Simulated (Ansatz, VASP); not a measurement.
**One calculation of Ni, two programs**

```
Ni
1.0
     0.00000    1.72500    1.72500
     1.72500    0.00000    1.72500
     1.72500    1.72500    0.00000
Ni
1
Direct
  0.00000 0.00000 0.00000
```

Alike in both runs: task single point; functional PBE; k mesh 15 × 15 × 15; occupations fermi-dirac, width 0.1 eV; collinear spin.

|  | VASP | Ansatz |
| --- | --- | --- |
| version | VASP 6.6.1 | Ansatz 0.2.0 |
| potentials or method | VASP PAW PBE potentials, release 64 (Ni), cutoff 520 eV | PAW, plane waves, scalar-relativistic |
| valence electrons in the cell | 10 | 18 |

|  | VASP | Ansatz | Ansatz less VASP |
| --- | --- | --- | --- |
| pressure (GPa) | 13.9 | 14.0 | +0.13 |
| net moment per atom (μB) | 0.61 | 0.63 | +0.012 |
| size of the moment on the site where the two differ most (μB) | 0.62 | 0.66 | +0.042 |

Site moments also hang on the region over which each program counts them. The functional is the same, so the differences come from potentials, cutoffs and numerics. VASP's potentials hold 10 valence electrons a cell and Ansatz's 18, so a difference there can come from the potentials and not from the codes.
